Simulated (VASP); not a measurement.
BN:

```xyz
2
Lattice="0.0000 3.5639 2.2086 1.2762 0.0000 2.2086 1.2762 3.5639 0.0000" Properties=species:S:1:pos:R:3 pbc="T T T"
N     1.2762    3.5639    2.9447
B     1.2762    3.5639    0.0002
```

Base run:

| Item | Value |
| --- | --- |
| Program | VASP 6.6.1 |
| Functional | r2SCAN |
| Potentials or basis | VASP PAW PBE potentials, release 64 (N, B) |
| Cutoff | 520 eV |
| k mesh | 13 × 13 × 13 |
| Occupations | fermi-dirac, width 0.05 eV |
| Spin | no spin polarisation |

Its results: band gap on the k mesh 4.37 eV (least direct gap 5.19 eV); pressure -12.5 GPa; largest force 0.006 eV/Å.

Question: The run is repeated on the same cell with these changes: functional from r2SCAN to LDA; potentials or basis from VASP PAW PBE potentials, release 64 (N, B) to VASP PAW LDA potentials, release 64 (N, B). What comes out?

Answer: Band gap on the k mesh 3.66 eV (least direct gap 4.37 eV); pressure -15.6 GPa; largest force 0.008 eV/Å.

Caveats: the stress differs along the axes, from -18 to -1 GPa (at least some runs); the PAW data sets were made with another functional, which shifts forces and pressure a little (at least some runs); the stress differs along the axes, from -23 to -1 GPa (at least some runs).

A k mesh can miss the band edges.
